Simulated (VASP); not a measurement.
Input of a VASP 6.6.1 run:

INCAR

```
SYSTEM = Al2Ru
  PREC = Accurate
  ENCUT = 520
  EDIFF = 1E-6
  ISMEAR = 0
  SIGMA = 0.01
  LREAL = .FALSE.
  LASPH = .TRUE.
  NELM = 80
  ALGO = Normal
  ISIF = 2
  LWAVE = .FALSE.
  LCHARG = .FALSE.
  NBANDS = 29
```

KPOINTS

```
regular mesh
0
G
  10 10 10
  0 0 0
```

Contents of POSCAR:

```
Al2Ru
1.0
    0.0000000000      3.9579713069      4.3507950145
    2.3322684201      0.0000000000      4.3507950145
    2.3322684201      3.9579713069      0.0000000000
Al Ru
4 2
Direct
    0.0788646154      0.4211353846      0.0788646154
    0.4211353846      0.0788646154      0.4211353846
    0.1711353846      0.8288646154      0.1711353846
    0.8288646154      0.1711353846      0.8288646154
    0.7500000000      0.7500000000      0.7500000000
    0.5000000000      0.5000000000      0.5000000000
```

Potentials or basis: VASP PAW LDA potentials, release 64 (Al, Ru_pv).

The run is started by

```console
$ cat potpaw_LDA.64/Al/POTCAR potpaw_LDA.64/Ru_pv/POTCAR > POTCAR
$ mpirun -np 1 vasp_std > vasp.out
```

**Question.** Predict the pressure.

**Answer.** 0.5 GPa.

**Question.** What does it give for the largest force?

**Answer.** 0.007 eV/Å.

Forces in eV/Å, atoms in the order of the input:
```
Al   0.000  0.007  0.000
Al   0.000 -0.007  0.000
Al   0.000 -0.007  0.000
Al   0.000  0.007  0.000
Ru   0.000  0.000  0.000
Ru   0.000  0.000  0.000
```
